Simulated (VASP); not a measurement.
MgO (pbe), 2 atoms in the cell. Symmetry: Fm-3m, No. 225, cubic system. The conventional cell has a = 4.254 Å, b = 4.254 Å, c = 4.254 Å, α = 90.00°, β = 90.00°, γ = 90.00°. Within 2.8 Å of Mg (site symmetry m-3m) lie 6 O at 2.13 Å. O (site symmetry m-3m) has 6 Mg at 2.13 Å within 2.8 Å. 

* Program: VASP 6.6.1
* Task: single point
* Functional: PBE
* Potentials or basis: VASP PAW PBE potentials, release 64 (Mg, O)
* Cutoff: 520 eV
* k mesh: 10 × 10 × 10
* Occupations: gaussian, width 0.02 eV
* Spin: no spin polarisation
* Dipole correction: no
* Further INCAR settings: ALGO = Normal; EDIFF = 1e-07; NBANDS = 11

Potentials or basis: VASP PAW PBE potentials, release 64 (Mg, O).

Run with:

```bash
$ cat potpaw_PBE.64/Mg/POTCAR potpaw_PBE.64/O/POTCAR > POTCAR
$ mpirun -np 1 vasp_std > vasp.out
```

Hardware: 1 thread of Intel Xeon 8259CL, with other jobs on the host.

Problem. Estimate the wall time of this run.

Solution. Wall time 15 s on 1 thread of Intel Xeon 8259CL, with other jobs on the host, peak memory 0.14 GiB. Counts: scf iterations 13, k points 47.
